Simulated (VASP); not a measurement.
## SiC: single point with PBE+D3(BJ)

SiC, a sheet with vacuum:

```
CELL_PARAMETERS angstrom
3.09000 0.00000 0.00000
-1.54500 2.67602 0.00000
0.00000 0.00000 14.00000
ATOMIC_POSITIONS crystal
Si 0.33333 0.66667 0.50000
C 0.66667 0.33333 0.50000
```

```yaml
Program: VASP 6.6.1
Task: single point
Functional: PBE
Dispersion: D3(BJ)
Potentials_or_basis: VASP PAW PBE potentials, release 64 (Si, C)
Cutoff: 520 eV
k_mesh: 12 × 12 × 1
Occupations: gaussian, width 0.03 eV
Spin: no spin polarisation
```

| Property | Result |
| --- | --- |
| Band gap on the k mesh | 2.55 eV (least direct gap 2.57 eV) |
| Dispersion energy per atom | -0.123 eV |

Levels at points of the mesh, in eV from the valence-band top:
```
           k point  band 2  band 3  band 4  band 5  band 6  band 7
(0.00, 0.00, 0.00)   -3.78   -1.32   -1.32    3.07    4.85    5.17
(0.50, 0.00, 0.00)   -7.89   -2.85   -0.70    2.55    3.87    8.02
```

Wall time 33 s on 1 thread of Intel Xeon 8259CL, with other jobs on the host, peak memory 0.24 GiB.
